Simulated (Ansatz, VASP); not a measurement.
Ta: VASP beside Ansatz

```
Ta
1.0
    -1.64922    1.65128    1.64922
     1.65334   -1.65128    1.65334
     1.64922    1.65128   -1.64922
Ta
1
Direct
  0.00000 0.00000 0.00000
```

Change from the starting cell: strain +0.0025 x Voigt [0, 0, 0, 0, 1, 0], atoms carried along.

Alike in both runs: task single point; functional PBEsol; k mesh 20 × 20 × 20; occupations gaussian, width 0.15 eV; no spin polarisation.

|  | VASP | Ansatz |
| --- | --- | --- |
| version | VASP 6.6.1 | Ansatz 0.2.0 |
| potentials or method | VASP PAW PBE potentials, release 64 (Ta_pv), cutoff 520 eV | scalar-relativistic, plane waves, PAW |
| valence electrons in the cell | 11 | 13 |

```tsv
	VASP	Ansatz	Ansatz less VASP
gap on the k mesh at the Fermi level (eV)	none	none	-
pressure (GPa)	-3.6	-3.8	-0.18
traceless stress, the component that is largest in VASP (GPa)	-0.19	-0.19	0.000
```

VASP's potentials were made for PBE, not for PBEsol. A gap of «none» marks a metal or a gap that the smearing closes. With one functional, cell and mesh, what is left measures potentials, basis and numerics. VASP's potentials hold 11 valence electrons a cell and Ansatz's 13, so a difference there can come from the potentials and not from the codes.

Spin-orbit coupling is off throughout.
